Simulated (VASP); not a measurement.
Write the native input for VASP 6.6.1 that does the following.

| Item | Value |
| --- | --- |
| Task | single point |
| Functional | r2SCAN |
| Potentials or basis | VASP PAW PBE potentials, release 64 (Ti_sv, Ta_pv, N) |
| Cutoff | 660 eV |
| k mesh | 12 × 12 × 4 |
| Occupations | gaussian, width 0.1 eV |
| Spin | collinear spin |
| Starting moments | [1.0, 0.0, 0.0, 0.0, 0.0, 0.0, 0.0, 0.0] μB |
| Dipole correction | no |
| Further INCAR settings | ALGO = Normal; EDIFF = 1e-06; NBANDS = 46 |

Ta3TiN4:

```
Ti Ta N
1.0
     2.94270    0.00000    0.00000
    -1.47135    2.54845    0.00000
     0.00000    0.00000   11.38258
Ti Ta N
1 3 4
Direct
  0.00000 0.00000 0.50000
  0.00000 0.00000 0.00000
  0.00000 0.00000 0.25496
  0.00000 0.00000 0.74504
  0.66667 0.33333 0.87328
  0.66667 0.33333 0.12672
  0.66667 0.33333 0.37788
  0.66667 0.33333 0.62212
```

One way to write it, as run:

POSCAR

```
Ta3TiN4
1.0
    2.9427008797     -0.0000000289      0.0000000000
   -1.4713504149      2.5484537320      0.0000000000
    0.0000000000      0.0000000000     11.3825828000
Ti Ta N
1 3 4
Direct
    0.0000000000      0.0000000000      0.5000000000
    0.0000000000      0.0000000000      0.0000000000
    0.0000000000      0.0000000000      0.2549560000
    0.0000000000      0.0000000000      0.7450440000
    0.6666666667      0.3333333333      0.8732760000
    0.6666666667      0.3333333333      0.1267240000
    0.6666666667      0.3333333333      0.3778760000
    0.6666666667      0.3333333333      0.6221240000
```

INCAR.step1

```
SYSTEM = Ta3TiN4
PREC = Accurate
ENCUT = 660
ISMEAR = 0
SIGMA = 0.1
LREAL = .FALSE.
LASPH = .TRUE.
NELM = 200
ISPIN = 2
MAGMOM = 1 0 0 0 0 0 0 0
LMAXMIX = 4
NBANDS = 46
GGA = PE
ALGO = Normal
EDIFF = 1E-5
LWAVE = .TRUE.
LCHARG = .FALSE.
GGA_COMPAT = .FALSE.
KPAR = 4
```

INCAR.step2

```
SYSTEM = Ta3TiN4
PREC = Accurate
ENCUT = 660
EDIFF = 1E-6
ISMEAR = 0
SIGMA = 0.1
LREAL = .FALSE.
LASPH = .TRUE.
NELM = 200
ALGO = Normal
ISIF = 2
LWAVE = .FALSE.
LCHARG = .FALSE.
ISPIN = 2
MAGMOM = 1 0 0 0 0 0 0 0
LORBIT = 11
LMAXMIX = 4
METAGGA = R2SCAN
LMIXTAU = .TRUE.
NBANDS = 46
ISTART = 1
GGA_COMPAT = .FALSE.
KPAR = 4
```

KPOINTS

```
Automatic mesh
0
G
  12 12 4
  0 0 0
```

Potentials or basis: VASP PAW PBE potentials, release 64 (Ti_sv, Ta_pv, N).

The run is started by

```bash
$ cat potpaw_PBE.64/Ti_sv/POTCAR potpaw_PBE.64/Ta_pv/POTCAR potpaw_PBE.64/N/POTCAR > POTCAR
$ cp INCAR.step1 INCAR
$ mpirun -np 4 vasp_std > vasp.out
$ cp INCAR.step2 INCAR
$ mpirun -np 4 vasp_std > vasp.out
```

Results of the run:

```yaml
Pressure: -2.9 GPa
Largest_force: 0.045 eV/Å
Net_moment: 0.00 μB per cell
Valence_electrons_inside_the_program's_atomic_spheres: Ti 10.31; Ta 8.98, 8.99 (each value once); N 3.76, 3.75 (each value once)
```

Caveat: the PAW data sets were made with another functional, which shifts forces and pressure a little.

Run time: 10 min on 4 MPI ranks on Intel(R) Xeon(R) 6975P-C (Granite Rapids), on a shared host, peak memory 0.68 GiB a rank.
